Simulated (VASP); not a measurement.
Wanted: the native input for a VASP 6.6.1 run.

| Item | Value |
| --- | --- |
| Task | single point |
| Functional | r2SCAN |
| Potentials or basis | VASP PAW PBE potentials, release 64 (Ti_sv) |
| Cutoff | 520 eV |
| k mesh | 18 × 18 × 18 |
| Occupations | gaussian, width 0.1 eV |
| Spin | no spin polarisation |
| Dipole correction | no |
| Further INCAR settings | ALGO = Normal; EDIFF = 1e-07; NBANDS = 12 |

The system is Ti.

```xyz
1
Lattice="0.0000 2.0560 2.0560 2.0560 0.0000 2.0560 2.0560 2.0560 0.0000" Properties=species:S:1:pos:R:3 pbc="T T T"
Ti    0.0000    0.0000    0.0000
```

The input as run:

POSCAR

```
Ti
1.0
    0.0000000000      2.0560175227      2.0560175227
    2.0560175227      0.0000000000      2.0560175227
    2.0560175227      2.0560175227      0.0000000000
Ti
1
Direct
    0.0000000000      0.0000000000      0.0000000000
```

INCAR.step1

```
  ALGO = Normal
  EDIFF = 1E-4
  ENCUT = 520
  GGA = PE
  ISMEAR = 0
  LASPH = T
  LCHARG = F
  LREAL = F
  LWAVE = T
  NBANDS = 12
  NELM = 60
  PREC = Accurate
  SIGMA = 0.1
```

INCAR.step2

```
  ALGO = Normal
  EDIFF = 1E-7
  ENCUT = 520
  ISIF = 2
  ISMEAR = 0
  ISTART = 1
  LASPH = T
  LCHARG = T
  LELF = T
  LMIXTAU = T
  LREAL = F
  LVHAR = T
  LWAVE = F
  METAGGA = R2SCAN
  NBANDS = 12
  NELM = 60
  PREC = Accurate
  SIGMA = 0.1
```

KPOINTS

```
k-points
0
Gamma
  18 18 18
```

Potentials or basis: VASP PAW PBE potentials, release 64 (Ti_sv).

Command:

```sh
$ cat potpaw_PBE.64/Ti_sv/POTCAR > POTCAR
$ cp INCAR.step1 INCAR
$ mpirun -np 1 vasp_std > vasp.out
$ cp INCAR.step2 INCAR
$ mpirun -np 1 vasp_std > vasp.out
```

It gave:

```yaml
Pressure: 0.3 GPa
Band_gap_on_the_k_mesh: zero (band 6 reaches 9.22 eV, above the bottom of band 7 at 7.79 eV)
```

Caveat: the PAW data sets were made with another functional, which shifts forces and pressure a little.

Run time: 4.1 min on 1 thread of Intel Xeon 8259CL (shared host), peak memory 0.17 GiB.
